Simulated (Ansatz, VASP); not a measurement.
**Two plane-wave programs on CdTe**

```
Te Cd
1.0
     0.00000    3.13957    3.13957
     3.13957    0.00000    3.13957
     3.13957    3.13957    0.00000
Te Cd
1 1
Direct
  0.75000 0.75000 0.75000
  0.00000 0.00000 0.00000
```

Alike in both runs: task single point; functional r2SCAN50; k mesh 4 × 4 × 4; occupations fermi-dirac, width 0.05 eV; no spin polarisation.

|  | VASP | Ansatz |
| --- | --- | --- |
| version | VASP 6.6.1 | Ansatz 0.2.0 |
| potentials or method | VASP PAW PBE potentials, release 64 (Te, Cd) | Ansatz PAW |
| plane-wave cutoff (eV) | 520 | 500 |
| valence electrons in the cell | 18 | 36 |

```tsv
	VASP	Ansatz	Ansatz less VASP
gap on the k mesh at the Fermi level (eV)	4.19	4.34	+0.152
least direct gap on the mesh (eV)	4.19	4.34	+0.152
pressure (GPa)	5.8	6.3	+0.49
```

VASP's potentials were made for PBE, not for r2SCAN50. With one functional, cell and mesh, what is left measures potentials, basis and numerics. VASP's potentials hold 18 valence electrons a cell and Ansatz's 36, so a difference there can come from the potentials and not from the codes.

The k mesh is coarse, so the values compare programs but aren't converged. Neither program's run includes spin-orbit coupling.
